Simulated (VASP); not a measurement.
A run of VASP 6.6.1 is set up as follows.

File INCAR:

```
PREC = Accurate ; ENCUT = 520
EDIFF = 1E-6 ; ISMEAR = 0
SIGMA = 0.1 ; LREAL = False
LASPH = True ; NELM = 80
ALGO = Normal ; ISIF = 2
LWAVE = False ; LCHARG = False
GGA = PE ; NBANDS = 24
```

Contents of KPOINTS:

```
Automatic mesh
0
Gamma
  6 6 4
```

Contents of POSCAR:

```
LiF
1.0
    3.0639464700      0.0000000000      0.0000000000
   -1.5319732300      2.6534554800      0.0000000000
    0.0000000000      0.0000000000      5.0084920500
Li F
3 3
Direct
    0.1620798500      0.8379201500      0.6666666700
    0.1620798500      0.3241597000      0.3333333300
    0.6758403000      0.8379201500      0.0000000000
    0.8379201500      0.1620798500      0.6666666700
    0.8379201500      0.6758403000      0.3333333300
    0.3241597000      0.1620798500      0.0000000000
```

Potentials or basis: VASP PAW PBE potentials, release 64 (Li_sv, F).

The run is started by

```console
$ cat potpaw_PBE.64/Li_sv/POTCAR potpaw_PBE.64/F/POTCAR > POTCAR
$ mpirun -np 1 vasp_std > vasp.out
```

(1) Predict the band gap on the k mesh.

(2) Predict the largest force.

## Answers

(1) 8.67 eV.

(2) 0.589 eV/Å.
